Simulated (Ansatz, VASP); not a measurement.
## Two plane-wave programs on Zr

```
Zr
1.0
     3.32896    0.00000    0.00000
    -1.66448    2.88296    0.00000
     0.00000    0.00000    4.99259
Zr
2
Direct
  0.33333 0.66667 0.25000
  0.66667 0.33333 0.75000
```

Change from the starting cell: strain +0.030 along x and y, -0.030 along z, atoms carried along.

Alike in both runs: task single point; functional PBEsol; k mesh 18 × 18 × 10; occupations gaussian, width 0.15 eV; no spin polarisation.

```csv
,VASP,Ansatz
version,VASP 6.6.1,Ansatz 0.2.0
potentials or method,"VASP PAW PBE potentials, release 64 (Zr_sv), cutoff 520 eV","scalar-relativistic, plane waves, PAW"
valence electrons in the cell,24,24
```

|  | VASP | Ansatz | Ansatz less VASP |
| --- | --- | --- | --- |
| gap on the k mesh at the Fermi level (eV) | none | none | - |
| pressure (GPa) | -5.3 | -5.4 | -0.04 |
| traceless stress, the component that is largest in VASP (GPa) | 3.61 | 3.60 | -0.009 |

VASP's potentials were made for PBE, not for PBEsol. A gap of «none» marks a metal or a gap that the smearing closes.
